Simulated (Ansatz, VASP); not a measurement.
# SiO2 in VASP and in Ansatz

```
Si O
1.0
     4.16612    0.00000    0.00000
     0.00000    4.16612    0.00000
     0.00000    0.00000    2.65888
Si O
2 4
Direct
  0.00000 0.00000 0.00000
  0.50000 0.50000 0.50000
  0.30670 0.30670 0.00000
  0.19330 0.80670 0.50000
  0.69330 0.69330 0.00000
  0.80670 0.19330 0.50000
```

Change from the starting cell: volume scaled by 0.99.

Alike in both runs: task single point; functional PBEsol; k mesh 6 × 6 × 9; occupations fermi-dirac, width 0.03 eV; no spin polarisation.

|  | VASP | Ansatz |
| --- | --- | --- |
| version | VASP 6.6.1 | Ansatz 0.2.0 |
| potentials or method | VASP PAW PBE potentials, release 64 (Si, O), cutoff 520 eV | all-electron LAPW, scalar-relativistic |

Ansatz gave:

- gap on the k mesh at the Fermi level (eV): 5.77
- pressure (GPa): 7.3
- traceless stress, the component that is largest in VASP (GPa): 0.90
- rms of the force components (eV/Å): 0.124

Task: What did VASP give for the same quantities?

Result: gap on the k mesh at the Fermi level (eV): 5.76; pressure (GPa): 8.1; traceless stress, the component that is largest in VASP (GPa): 1.58; rms of the force components (eV/Å): 0.146.

VASP's potentials were made for PBE, not for PBEsol. Atom by atom the forces differ by 0.022 eV/Å (rms over components). Ansatz ran all-electron here, and VASP with PAW potentials.
